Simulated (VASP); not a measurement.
A run of VASP 6.6.1 is set up as follows.

The input INCAR:

```
SYSTEM = CuI
  PREC = Accurate
  ENCUT = 600
  EDIFF = 1E-7
  ISMEAR = -1
  SIGMA = 0.05
  LREAL = .FALSE.
  LASPH = .TRUE.
  NELM = 100
  ALGO = Normal
  ISIF = 3
  LWAVE = .FALSE.
  LCHARG = .FALSE.
  GGA = RP
  IVDW = 12
  IBRION = 2
  NSW = 60
  EDIFFG = -0.01
```

The input KPOINTS:

```
regular mesh
0
G
  8 8 8
  0 0 0
```

The input POSCAR:

```
CuI
1.0
    0.0000000000      3.0315000000      3.0315000000
    3.0315000000      0.0000000000      3.0315000000
    3.0315000000      3.0315000000      0.0000000000
I Cu
1 1
Direct
    0.0000000000      0.0000000000      0.0000000000
    0.7500000000      0.7500000000      0.7500000000
```

Potentials or basis: VASP PAW PBE potentials, release 64 (I, Cu).

Launch:

```bash
$ cat potpaw_PBE.64/I/POTCAR potpaw_PBE.64/Cu/POTCAR > POTCAR
$ mpirun -np 1 vasp_std > vasp.out
```

Question: Estimate the space group after relaxing (to 0.05 Å).

Answer: F-43m (No. 216).

Question: What does it give for the dispersion energy per atom?

Answer: -1.678 eV.

Question: Estimate the band gap on the k mesh.

Answer: 1.77 eV, direct.

Question: Estimate the relaxed cell.

Answer: a = 4.059 Å, b = 4.059 Å, c = 4.059 Å, α = 60.00°, β = 60.00°, γ = 60.00°.

Final structure:
```
I Cu
1.0
     0.00000    2.87024    2.87024
     2.87024    0.00000    2.87024
     2.87024    2.87024    0.00000
I Cu
1 1
Direct
  0.00000 0.00000 0.00000
  0.75000 0.75000 0.75000
```

Caveat: spin-orbit coupling is left out, which moves the levels of the heavy elements. RPBE gaps usually lie below the measured ones, often by a third to a half.
